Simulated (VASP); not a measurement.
The system is InAs.

```
In As
1.0
     4.73122    0.00000    0.00000
    -2.36561    4.09736    0.00000
     0.00000    0.00000    2.91089
In As
1 1
Direct
  0.00000 0.00000 0.00000
  0.66667 0.33333 0.00000
```

| Item | Value |
| --- | --- |
| Program | VASP 6.6.1 |
| Task | relaxation of cell and atoms |
| Functional | HF |
| Potentials or basis | VASP PAW PBE potentials, release 64 (In_d, As) |
| Cutoff | 600 eV |
| k mesh | 4 × 4 × 5 |
| Occupations | fermi-dirac, width 0.05 eV |
| Spin | no spin polarisation |

At the start: pressure 3.2 GPa; volume 28.21 Å³/atom.

Problem. How do energy, volume and symmetry change on relaxing?

Solution. Over 4 steps the energy falls by 17.6 meV/atom and the volume is 29.77 Å³/atom (+5.5 %); space group P-6m2 (No. 187, to 0.1 Å) before and after.

Step by step:
| step | energy change (eV) | largest force (eV/Å) | pressure (GPa) | volume (Å³) |
| --- | --- | --- | --- | --- |
| 1 | 0.0000 | 0.0564 | 3.16 | 56.43 |
| 2 | -0.0277 | 0.0010 | -1.23 | 61.09 |
| 3 | -0.0351 | 0.0138 | 0.00 | 59.55 |
| 4 | -0.0351 | 0.0034 | 0.00 | 59.54 |

Final structure:
```cif
data_structure
_symmetry_space_group_name_H-M 'P 1'
_symmetry_Int_Tables_number 1
_cell_length_a 4.8387
_cell_length_b 4.8387
_cell_length_c 2.9312
_cell_angle_alpha 90.000
_cell_angle_beta 90.000
_cell_angle_gamma 119.817
_cell_volume 59.54
loop_
_atom_site_label
_atom_site_type_symbol
_atom_site_fract_x
_atom_site_fract_y
_atom_site_fract_z
_atom_site_occupancy
In1 In 0.99970 0.00030 0.00000 1
As1 As 0.66697 0.33303 0.00000 1
```

Caveat: the k points lie up to 0.43 Å⁻¹ apart in the final cell, too coarse for converged energies and pressures of a metal; the PAW data sets were made with another functional, which shifts forces and pressure a little.
